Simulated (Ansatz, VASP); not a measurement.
## Two plane-wave programs on Ba2Nb

```
Ba Nb
1.0
     0.00000    4.01397    4.01397
     4.01397    0.00000    4.01397
     4.01397    4.01397    0.00000
Ba Nb
2 1
Cartesian
  2.0070 2.0070 2.0070
  6.0209 6.0209 6.0209
  0.0000 0.0000 0.0000
```

Alike in both runs: functional PBE; k mesh 4 × 4 × 4; occupations gaussian, width 0.1 eV; no spin polarisation.

Ansatz relaxed the structure, and its values are those at the end. VASP's run is a single point on that final structure, the one shown.

```csv
,VASP,Ansatz
version,VASP 6.6.1,Ansatz 0.2.0
potentials or method,"VASP PAW PBE potentials, release 64 (Ba_sv, Nb_sv), cutoff 520 eV","scalar-relativistic, plane waves, PAW"
valence electrons in the cell,33,33
```

```tsv
	VASP	Ansatz	Ansatz less VASP
gap on the k mesh at the Fermi level (eV)	none	none	-
pressure (GPa)	0.6	0.0	-0.57
```

A gap of «none» marks a metal or a gap that the smearing closes.

Spin-orbit coupling is off throughout.
